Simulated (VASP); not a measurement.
# ZnCu (Pm-3m) in VASP: settings compared

ZnCu is run at these levels: PBE, PBEsol, r2SCAN; tasks: single point.

All numbers are computed with VASP 6.6.1; they aren't measurements. Logs are shortened: lines on timing, memory, paths and dates and some standing lists are left out, and cuts for length are marked.

## 1. The cell of the first run

Symmetry: Pm-3m, No. 221, cubic system. The conventional cell has a = 2.984 Å, b = 2.984 Å, c = 2.984 Å, α = 90.00°, β = 90.00°, γ = 90.00°. Zn (site symmetry m-3m) has 8 Cu at 2.58 Å and 6 Zn at 2.98 Å within 3.4 Å. Within 3.4 Å of Cu (site symmetry m-3m) lie 8 Zn at 2.58 Å and 6 Cu at 2.98 Å.

## 2. Single point, PBE

INCAR

```
SYSTEM = ZnCu
  ALGO = Normal
  EDIFF = 1E-6
  ENCUT = 520
  GGA = PE
  ISIF = 2
  ISMEAR = -1
  LASPH = .TRUE.
  LCHARG = .TRUE.
  LELF = .TRUE.
  LREAL = .FALSE.
  LVHAR = .TRUE.
  LWAVE = .FALSE.
  NBANDS = 18
  NELM = 60
  PREC = Accurate
  SIGMA = 0.05
```

KPOINTS

```
k-points
0
G
  9 9 9
  0 0 0
```

POSCAR

```
ZnCu
1.0
    2.9837544443      0.0000000000      0.0000000000
    0.0000000000      2.9837544443      0.0000000000
    0.0000000000      0.0000000000      2.9837544443
Zn Cu
1 1
Direct
    0.5000000000      0.5000000000      0.5000000000
    0.0000000000      0.0000000000      0.0000000000
```

Potentials or basis: VASP PAW PBE potentials, release 64 (Zn, Cu).

Run with:

```
cat potpaw_PBE.64/Zn/POTCAR potpaw_PBE.64/Cu/POTCAR > POTCAR
mpirun -np 1 vasp_std > vasp.out
```

OUTCAR:

```text
SYSTEM = ZnCu
   EDIFF = 1E-6
   ENCUT = 520
   GGA = PE
   ISIF = 2
   ISMEAR = -1
   LASPH = .TRUE.
   LREAL = .FALSE.
   NELM = 60
   PREC = Accurate

 ion  position               nearest neighbor table
   1  0.500  0.500  0.500-   2 2.58   2 2.58   2 2.58   2 2.58   2 2.58   2 2.58   2 2.58   2 2.58

   2  0.000  0.000  0.000-   1 2.58   1 2.58   1 2.58   1 2.58   1 2.58   1 2.58   1 2.58   1 2.58

  LATTYP: Found a simple cubic cell.
 ALAT       =     2.9837544443

  Lattice vectors:

 A1 = (   2.9837544443,   0.0000000000,   0.0000000000)
 A2 = (   0.0000000000,   2.9837544443,   0.0000000000)
 A3 = (   0.0000000000,   0.0000000000,   2.9837544443)

Analysis of symmetry for initial positions (statically):
=====================================================================
 Subroutine PRICEL returns:
 Original cell was already a primitive cell.

 Routine SETGRP: Setting up the symmetry group for a
 simple cubic supercell.

 Subroutine GETGRP returns: Found 48 space group operations
 (whereof 48 operations were pure point group operations)
 out of a pool of 48 trial point group operations.

The static configuration has the point symmetry O_h .

Analysis of symmetry for dynamics (positions and initial velocities):
=====================================================================
 Subroutine PRICEL returns:
 Original cell was already a primitive cell.

 Routine SETGRP: Setting up the symmetry group for a
 simple cubic supercell.

 Subroutine GETGRP returns: Found 48 space group operations
 (whereof 48 operations were pure point group operations)
 out of a pool of 48 trial point group operations.

The dynamic configuration has the point symmetry O_h .

 Subroutine INISYM returns: Found 48 space group operations
 (whereof 48 operations are pure point group operations),
 and found     1 'primitive' translations

----------------------------------------------------------------------------------------

                                     Primitive cell

  volume of cell :      26.5637

  direct lattice vectors                    reciprocal lattice vectors
     2.983754444  0.000000000  0.000000000     0.335148223  0.000000000  0.000000000
     0.000000000  2.983754444  0.000000000     0.000000000  0.335148223  0.000000000
     0.000000000  0.000000000  2.983754444     0.000000000  0.000000000  0.335148223

  length of vectors
     2.983754444  2.983754444  2.983754444     0.335148223  0.335148223  0.335148223

[... 79 lines left out ...]
   NELM   =     60;   NELMIN=  2; NELMDL= -5     # of ELM steps
   EDIFF  = 0.1E-05   stopping-criterion for ELM
   LREAL  =      F    real-space projection
   EDIFFG = 0.1E-04   stopping-criterion for IOM
   NSW    =      0    number of steps for IOM
   IBRION =     -1    ionic relax: 0-MD 1-quasi-New 2-CG
   NFREE  =      0    steps in history (QN), initial steepest desc. (CG)
   ISIF   =      2    stress and relaxation
   ISYM   =      2    0-nonsym 1-usesym 2-fastsym
   POTIM  = 0.5000    time-step for ionic-motion
   TEBEG  =    0.0;   TEEND  =   0.0 temperature during run
   PSTRESS=    0.0 pullay stress
   NELECT =      23.0000    total number of electrons
   NUPDOWN=      -1.0000    fix difference up-down
   EMIN   =  10.00;   EMAX   =-10.00  energy-range for DOS
   EFERMI =   0.00;   METHOD = LEGACY
   ISMEAR =    -1;   SIGMA  =   0.05  broadening in eV -4-tet -1-fermi 0-gaus
   EFERMI_NEDOS =   21; number of points for ismear=-14 and -15
   IALGO  =     38    algorithm
   IMIX   =      4    mixing-type and parameters
     AMIX     =   0.40;   BMIX     =  1.00
     AMIX_MAG =   1.60;   BMIX_MAG =  1.00
  volume/ion in A,a.u.               =      13.28        89.63
  Fermi-wavevector in a.u.,A,eV,Ry     =   1.560346  2.948627 33.125846  2.434681
  Thomas-Fermi vector in A             =   2.663572
   LORBIT       =      0    0 simple, 1 ext, 2 COOP (PROOUT), +10 PAW based schemes
   GGA     = PE    functional components
   LHFCALC =     F    Hartree Fock is set to
   AEXX    =    0.0000 exact exchange contribution
   IVDW    =     0    specifies the selected vdW correction
   LEPSILON=     F    determine dielectric tensor
   LRPA    =     F    only Hartree local field effects (RPA)
 non-spin polarized calculation
  energy-cutoff  :      520.00
  volume of cell :       26.56
 maximum number of plane-waves:       739
 NGX is ok and might be reduce to    24
   NGX = 11   NGY = 11   NGZ = 11

 number of electron      23.0000039 magnetization

 Free energy of the ion-electron system (eV)
  ---------------------------------------------------
  ext. energy  EPLUGINS =         0.00000000
  ---------------------------------------------------
  free energy    TOTEN  =        -5.00127130 eV

  energy without entropy =       -4.99664655  energy(sigma->0) =       -4.99895892

 E-fermi :   5.2398     XC(G=0): -12.1834

 val. band max:        5.1984825254   @ k =   0.3333   0.3333   0.0000
 cond. band min:       5.3573451355   @ k =   0.3333   0.2222   0.1111
 fundamental gap:      0.1588626101
 Fermi energy:         5.2398309744

 k-point     1 :       0.0000    0.0000    0.0000
  band No.  band energies     occupation
      1      -4.8637      2.00000
      2      -2.5481      2.00000
      3      -2.5481      2.00000
      4      -1.9148      2.00000
      5      -1.9148      2.00000
      6      -1.9148      2.00000
[... 481 lines left out ...]
      5      -1.8336      2.00000
      6       0.2370      2.00000
[... 10 lines left out ...]
     17      20.0839      0.00000
     18      21.1812      0.00000

 [... further k-points ...]

------------------------ aborting loop because EDIFF is reached ----------------------------------------

  FORCE on cell =-STRESS in cart. coord.  units (eV):
  Direction    XX          YY          ZZ          XY          YZ          ZX
  --------------------------------------------------------------------------------------
  -------------------------------------------------------------------------------------
  Total       -0.2446119     -0.2446119     -0.2446119      0.0000000     -0.0000000      0.0000000
  in kB      -14.7536306    -14.7536306    -14.7536306      0.0000000     -0.0000000      0.0000000
  external PRESSURE =     -14.7536306 kB  Pullay stress =       0.0000000 kB

 VOLUME and BASIS-vectors are now :
 -----------------------------------------------------------------------------
  energy-cutoff  :      520.00
  volume of cell :       26.56
      direct lattice vectors                 reciprocal lattice vectors
     2.983754444  0.000000000  0.000000000     0.335148223  0.000000000  0.000000000
     0.000000000  2.983754444  0.000000000     0.000000000  0.335148223  0.000000000
     0.000000000  0.000000000  2.983754444     0.000000000  0.000000000  0.335148223

 POSITION                                       TOTAL-FORCE (eV/Angst)
 -----------------------------------------------------------------------------------
      1.49188      1.49188      1.49188         0.000000      0.000000      0.000000
      0.00000      0.00000      0.00000         0.000000      0.000000      0.000000
 -----------------------------------------------------------------------------------
    total drift:                                0.000000      0.000000     -0.000000

  FREE ENERGIE OF THE ION-ELECTRON SYSTEM (eV)
  ---------------------------------------------------
  free  energy   TOTEN  =        -5.0012712979 eV

  energy  without entropy=       -4.9966465474  energy(sigma->0) =       -4.99895892
```

OSZICAR:

```text
N       E                     dE             d eps       ncg     rms          rms(c)
DAV:   1     0.114693316715E+03    0.11469E+03   -0.11329E+04  1356   0.208E+03
DAV:   2    -0.106548542566E+01   -0.11576E+03   -0.11068E+03  1262   0.298E+02
DAV:   3    -0.600329341840E+01   -0.49378E+01   -0.48937E+01  1420   0.755E+01
DAV:   4    -0.604574867465E+01   -0.42455E-01   -0.42436E-01  1452   0.670E+00
DAV:   5    -0.604633775505E+01   -0.58908E-03   -0.58907E-03  1404   0.804E-01    0.924E+00
DAV:   6    -0.597656967437E+01    0.69768E-01   -0.14635E+01  1352   0.895E+01    0.617E+00
DAV:   7    -0.501026254678E+01    0.96631E+00   -0.31891E+00  1352   0.846E+01    0.208E+00
DAV:   8    -0.500957607724E+01    0.68647E-03   -0.13947E-01  1748   0.508E+00    0.116E+00
DAV:   9    -0.500126892474E+01    0.83072E-02   -0.12829E-02  1384   0.246E+00    0.498E-02
DAV:  10    -0.500128103966E+01   -0.12115E-04   -0.68176E-04  1932   0.495E-01    0.473E-02
DAV:  11    -0.500127340362E+01    0.76360E-05   -0.97118E-05  1432   0.277E-01    0.984E-03
DAV:  12    -0.500127154262E+01    0.18610E-05   -0.95955E-06  1512   0.691E-02    0.964E-04
DAV:  13    -0.500127129790E+01    0.24472E-06   -0.29657E-07   686   0.643E-03
   1 F= -.50012713E+01 E0= -.49989589E+01  d E =-.462475E-02
```

stdout:

```text
POSCAR found type information on POSCAR ZnCu
 POSCAR found :  2 types and       2 ions
 scaLAPACK will be used
 LDA part: xc-table for (Slater+PW92), standard interpolation
 POSCAR, INCAR and KPOINTS ok, starting setup
 FFT: planning ... GRIDC
 FFT: planning ... GRID_SOFT
 FFT: planning ... GRID
 WAVECAR not read
 entering main loop
```

Run time: 30 s. Hardware: 1 thread of AMD EPYC 7R13, shared host; peak memory 0.12 GiB.

Results:

```yaml
Free_energy: -5.0013 eV
Pressure: -1.5 GPa
```

Levels at points of the mesh, in eV from the Fermi level:
| k point | band 7 | band 8 | band 9 | band 10 | band 11 | band 12 | band 13 | band 14 | band 15 | band 16 |
| --- | --- | --- | --- | --- | --- | --- | --- | --- | --- | --- |
| (0.00, 0.00, 0.00) | -3.53 | -3.53 | -2.73 | -2.73 | -2.73 | 6.03 | 6.03 | 6.03 | 10.95 | 10.95 |

## 3. Single point, PBEsol

This run uses another cell than the first one, of 12.77 Å³/atom, 0.962 times its volume.

INCAR

```
PREC     = Accurate       # precision mode
ENCUT    = 520            # plane-wave cutoff, eV
EDIFF    = 1E-6           # SCF threshold, eV
ISMEAR   = -1             # smearing method
SIGMA    = 0.05           # smearing width, eV
LREAL    = False          # projectors in reciprocal space
LASPH    = True           # aspherical terms in the spheres
NELM     = 80             # most SCF steps
ALGO     = Normal         # electronic algorithm
ISIF     = 2              # what is computed and relaxed
LWAVE    = False          # write WAVECAR
LCHARG   = False          # write CHGCAR
GGA      = PS             # functional
NBANDS   = 18             # bands
```

KPOINTS

```
Automatic mesh
0
Gamma
  9 9 9
```

POSCAR

```
ZnCu
1.0
    2.9450000000      0.0000000000      0.0000000000
    0.0000000000      2.9450000000      0.0000000000
    0.0000000000      0.0000000000      2.9450000000
Zn Cu
1 1
Direct
    0.5000000000      0.5000000000      0.5000000000
    0.0000000000      0.0000000000      0.0000000000
```

Potentials or basis: VASP PAW PBE potentials, release 64 (Zn, Cu).

Run with:

```
cat potpaw_PBE.64/Zn/POTCAR potpaw_PBE.64/Cu/POTCAR > POTCAR
mpirun -np 1 vasp_std > vasp.out
```

It took 29 s on 1 thread of AMD EPYC 7R13, shared host; peak memory 0.12 GiB.

Results (log left out):

```
Free energy : -6.0731 eV
Pressure    : -3.8 GPa
```

Levels at points of the mesh, in eV from the Fermi level:
```
           k point  band 7  band 8  band 9  band 10  band 11  band 12  band 13  band 14  band 15  band 16
(0.00, 0.00, 0.00)   -3.62   -3.62   -2.78    -2.78    -2.78     6.14     6.14     6.14    11.21    11.21
```

Caveat: the PAW data sets were made with another functional, which shifts forces and pressure a little.

## 4. Single point, r2SCAN

This run uses another cell than the first one, of 12.77 Å³/atom, 0.962 times its volume.

POSCAR is that of step 3.

INCAR.step1

```
SYSTEM = ZnCu
PREC = Accurate
ENCUT = 520
ISMEAR = 0
SIGMA = 0.05
LREAL = .FALSE.
LASPH = .TRUE.
NELM = 60
NBANDS = 18
GGA = PE
ALGO = Normal
EDIFF = 1E-4
LWAVE = .TRUE.
LCHARG = .FALSE.
```

INCAR.step2

```
SYSTEM = ZnCu
PREC = Accurate
ENCUT = 520
EDIFF = 1E-6
ISMEAR = 0
SIGMA = 0.05
LREAL = .FALSE.
LASPH = .TRUE.
NELM = 60
ALGO = Normal
ISIF = 2
LWAVE = .FALSE.
LCHARG = .FALSE.
METAGGA = R2SCAN
LMIXTAU = .TRUE.
NBANDS = 18
ISTART = 1
```

KPOINTS

```
Automatic mesh
0
G
  8 8 8
  0 0 0
```

Run with:

```
cat potpaw_PBE.64/Zn/POTCAR potpaw_PBE.64/Cu/POTCAR > POTCAR
cp INCAR.step1 INCAR
mpirun -np 1 vasp_std > vasp.out
cp INCAR.step2 INCAR
mpirun -np 1 vasp_std > vasp.out
```

It took 42 s on 1 thread of Intel Xeon Platinum 8375C at 2.90GHz (Ice Lake), shared host; peak memory 0.15 GiB.

It converged, with:

```
Free energy : -19.9435 eV
Pressure    : -2.3 GPa
```

Levels at points of the mesh, in eV from the Fermi level:
| k point | band 8 | band 9 | band 10 | band 11 | band 12 | band 13 | band 14 | band 15 |
| --- | --- | --- | --- | --- | --- | --- | --- | --- |
| (0.00, 0.00, 0.00) | -3.42 | -2.53 | -2.53 | -2.53 | 6.92 | 6.92 | 6.92 | 11.81 |
| (0.50, 0.00, 0.00) | -3.53 | -3.09 | -3.09 | -2.60 | -1.78 | 12.63 | 12.63 | 13.22 |
| (0.50, 0.50, 0.00) | -2.69 | -2.69 | -2.30 | -1.71 | -1.71 | 2.22 | 2.57 | 15.08 |
| (0.50, 0.50, 0.50) | -4.15 | -2.28 | -2.28 | 4.67 | 4.77 | 4.77 | 4.77 | 4.97 |

Caveat: the PAW data sets were made with another functional, which shifts forces and pressure a little.

## 5. Single point, r2SCAN

This run uses another cell than the first one, of 12.77 Å³/atom, 0.962 times its volume.

POSCAR is that of step 4.

INCAR.step1

```
SYSTEM = ZnCu
ALGO     = Normal         ! electronic algorithm
EDIFF    = 1E-4           ! SCF threshold, eV
ENCUT    = 520            ! plane-wave cutoff, eV
GGA      = PE             ! functional
ISMEAR   = 0              ! smearing method
LASPH    = .TRUE.         ! aspherical terms in the spheres
LCHARG   = .FALSE.        ! write CHGCAR
LREAL    = .FALSE.        ! projectors in reciprocal space
LWAVE    = .TRUE.         ! write WAVECAR
NBANDS   = 18             ! bands
NELM     = 100            ! most SCF steps
PREC     = Accurate       ! precision mode
SIGMA    = 0.05           ! smearing width, eV
```

INCAR.step2

```
SYSTEM = ZnCu
ALGO     = Normal         ! electronic algorithm
EDIFF    = 1E-6           ! SCF threshold, eV
ENCUT    = 520            ! plane-wave cutoff, eV
ISIF     = 2              ! what is computed and relaxed
ISMEAR   = 0              ! smearing method
ISTART   = 1            
LASPH    = .TRUE.         ! aspherical terms in the spheres
LCHARG   = .TRUE.         ! write CHGCAR
LELF     = .TRUE.         ! ELF
LMIXTAU  = .TRUE.       
LREAL    = .FALSE.        ! projectors in reciprocal space
LVHAR    = .TRUE.       
LWAVE    = .FALSE.        ! write WAVECAR
METAGGA  = R2SCAN         ! meta-GGA
NBANDS   = 18             ! bands
NELM     = 100            ! most SCF steps
PREC     = Accurate       ! precision mode
SIGMA    = 0.05           ! smearing width, eV
```

KPOINTS

```
k-points
0
G
  10 10 10
  0 0 0
```

Run with:

```
cat potpaw_PBE.64/Zn/POTCAR potpaw_PBE.64/Cu/POTCAR > POTCAR
cp INCAR.step1 INCAR
mpirun -np 1 vasp_std > vasp.out
cp INCAR.step2 INCAR
mpirun -np 1 vasp_std > vasp.out
```

It took 50 s on 1 thread of Intel Xeon Platinum 8375C at 2.90GHz (Ice Lake), shared host; peak memory 0.16 GiB.

Results (log left out):

| Item | Value |
| --- | --- |
| Free energy | -19.9292 eV |
| Pressure | -2.6 GPa |

Levels at points of the mesh, in eV from the Fermi level:
```tsv
k point	band 9	band 10	band 11	band 12	band 13	band 14	band 15	band 16
(0.00, 0.00, 0.00)	-2.95	-2.95	-2.95	6.51	6.51	6.51	11.40	11.40
(0.50, 0.00, 0.00)	-3.51	-3.51	-3.02	-2.20	12.22	12.22	12.82	12.82
(0.50, 0.50, 0.00)	-3.11	-2.72	-2.12	-2.12	1.81	2.16	14.68	16.18
(0.50, 0.50, 0.50)	-2.70	-2.70	4.27	4.36	4.36	4.36	4.56	4.56
```

Caveat: the PAW data sets were made with another functional, which shifts forces and pressure a little.

## 6. Overview

| level | cell | k mesh | smearing | gap on the mesh (eV) | pressure (GPa) |
| --- | --- | --- | --- | --- | --- |
| PBE | a = 2.984 Å, 2 atoms | 9 × 9 × 9 | fermi-dirac 0.05 eV | none | -1.5 |
| PBEsol | a = 2.945 Å, 2 atoms | 9 × 9 × 9 | fermi-dirac 0.05 eV | none | -3.8 |
| r2SCAN | a = 2.945 Å, 2 atoms | 8 × 8 × 8 | gaussian 0.05 eV | none | -2.3 |
| r2SCAN | a = 2.945 Å, 2 atoms | 10 × 10 × 10 | gaussian 0.05 eV | none | -2.6 |

Alike in all rows: task single point; potentials or basis VASP PAW PBE potentials, release 64 (Zn, Cu); no spin polarisation; cutoff (eV) 520.

Caveats: the PAW data sets were made with another functional, which shifts forces and pressure a little (some runs).

Total energies depend on the potentials used, so only differences within one code and one set of settings carry meaning.
